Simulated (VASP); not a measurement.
Here is a VASP 6.6.1 calculation.

INCAR

```
ALGO = Normal
EDIFF = 1E-6
ENCUT = 520
GGA = PS
ISIF = 2
ISMEAR = 0
LASPH = T
LCHARG = F
LREAL = F
LWAVE = F
NBANDS = 16
NELM = 60
PREC = Accurate
SIGMA = 0.15
```

Contents of KPOINTS:

```
k-points
0
Gamma
  18 18 16
```

The input POSCAR:

```
TiO
1.0
    2.8816000000      0.0000000000      0.0000000000
   -1.4408000000      2.4955388035      0.0000000000
    0.0000000000      0.0000000000      2.9055000000
Ti O
1 1
Direct
    0.6666666667      0.3333333333      0.0000000000
    0.0000000000      0.0000000000      0.5000000000
```

Potentials or basis: VASP PAW PBE potentials, release 64 (Ti_sv, O).

The run is started by

```bash
$ cat potpaw_PBE.64/Ti_sv/POTCAR potpaw_PBE.64/O/POTCAR > POTCAR
$ mpirun -np 1 vasp_std > vasp.out
```

Problem. What does it give for the pressure?

Solution. -21.0 GPa.

Problem. What does it give for the band gap on the k mesh?

Solution. Zero (band 9 reaches 10.28 eV, above the bottom of band 10 at 10.21 eV).

Stress tensor (GPa, compression positive):
```
-19.47   0.00   0.00
  0.00 -19.47   0.00
  0.00   0.00 -24.18
```

Caveat: the PAW data sets were made with another functional, which shifts forces and pressure a little; semilocal functionals often make such compounds metallic where correlation or magnetic order opens a gap, which also shifts bond lengths.
